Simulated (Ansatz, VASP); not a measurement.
**Two plane-wave programs on Ti2C**

```xyz
3
Lattice="1.5646 0.9033 4.8921 -1.5646 0.9033 4.8921 0.0000 -1.8066 4.8921" Properties=species:S:1:pos:R:3 pbc="T T T"
Ti    0.0000    0.0000    3.6077
Ti    0.0000    0.0000   11.0685
C     0.0000    0.0000    7.3381
```

Change from the starting cell: strain +0.025 along x and y, +0.025 along z, atoms carried along.

Alike in both runs: task single point; functional PBEsol; k mesh 18 × 18 × 18; occupations gaussian, width 0.15 eV; no spin polarisation.

```csv
,VASP,Ansatz
version,VASP 6.6.1,Ansatz 0.2.0
potentials or method,"VASP PAW PBE potentials, release 64 (Ti_sv, C), cutoff 520 eV","scalar-relativistic, plane waves, PAW"
valence electrons in the cell,28,28
```

Ansatz gave:

| Item | Value |
| --- | --- |
| gap on the k mesh at the Fermi level (eV) | none |
| pressure (GPa) | -12.5 |
| traceless stress, the component that is largest in VASP (GPa) | 0.36 |
| rms of the force components (eV/Å) | 0.349 |

Q: Estimate VASP's values.

A: gap on the k mesh at the Fermi level (eV): none; pressure (GPa): -12.3; traceless stress, the component that is largest in VASP (GPa): 0.34; rms of the force components (eV/Å): 0.338.

VASP's potentials were made for PBE, not for PBEsol. Atom by atom the forces differ by 0.011 eV/Å (rms over components). A gap of «none» marks a metal or a gap that the smearing closes.
